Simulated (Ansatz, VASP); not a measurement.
Two plane-wave programs on Au

```xyz
4
Lattice="2.9523 0.0000 0.0000 -1.4761 2.5567 0.0000 0.0000 0.0000 9.3514" Properties=species:S:1:pos:R:3 pbc="T T T"
Au    0.0000    0.0000    0.0000
Au    0.0000    0.0000    4.6757
Au    0.0000    1.7045    7.0135
Au    1.4761    0.8522    2.3378
```

Alike in both runs: functional r2SCAN; k mesh 6 × 6 × 2; occupations gaussian, width 0.1 eV; no spin polarisation.

Ansatz relaxed the structure, and its values are those at the end. VASP's run is a single point on that final structure, the one shown.

```csv
,VASP,Ansatz
version,VASP 6.6.1,Ansatz 0.2.0
potentials or method,"VASP PAW PBE potentials, release 64 (Au), cutoff 520 eV","scalar-relativistic, plane waves, PAW"
valence electrons in the cell,44,76
```

|  | VASP | Ansatz | Ansatz less VASP |
| --- | --- | --- | --- |
| gap on the k mesh at the Fermi level (eV) | none | none | - |
| pressure (GPa) | 0.1 | -0.1 | -0.25 |

VASP's potentials were made for PBE, not for r2SCAN. A gap of «none» marks a metal or a gap that the smearing closes. With one functional, cell and mesh, what is left measures potentials, basis and numerics. VASP's potentials hold 44 valence electrons a cell and Ansatz's 76, so a difference there can come from the potentials and not from the codes.

The k mesh is coarse, so the values compare programs but aren't converged. Neither program's run includes spin-orbit coupling.
